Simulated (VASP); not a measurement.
Ti, 1 atom in the cell. Symmetry: I4/mmm, No. 139, tetragonal system. Conventional cell: a = 3.015 Å, b = 3.015 Å, c = 3.382 Å, α = 90.00°, β = 90.00°, γ = 90.00°. Within 3.6 Å of Ti (site symmetry 4/mmm) lie 14 Ti at 2.72 to 3.38 Å. 

| Quantity | Value |
| --- | --- |
| Program | VASP 6.6.1 |
| Task | single point |
| Functional | LDA |
| Potentials or basis | VASP PAW LDA potentials, release 64 (Ti_sv) |
| Cutoff | 520 eV |
| k mesh | 22 × 22 × 22 |
| Occupations | gaussian, width 0.15 eV |
| Spin | no spin polarisation |
| Dipole correction | no |
| Further INCAR settings | ALGO = Fast; EDIFF = 1e-07; NBANDS = 12 |

Potentials or basis: VASP PAW LDA potentials, release 64 (Ti_sv).

Launch:

```bash
$ cat potpaw_LDA.64/Ti_sv/POTCAR > POTCAR
$ mpirun -np 1 vasp_std > vasp.out
```

Hardware: 1 thread of Intel(R) Xeon(R) Platinum 8375C CPU @ 2.90GHz (Ice Lake) (shared host).

Task: How long does it take, and how much memory?

Result: It took 3.9 min on 1 thread of Intel(R) Xeon(R) Platinum 8375C CPU @ 2.90GHz (Ice Lake), with other jobs on the host, peak memory 0.26 GiB. Counts: scf iterations 27, k points 834.
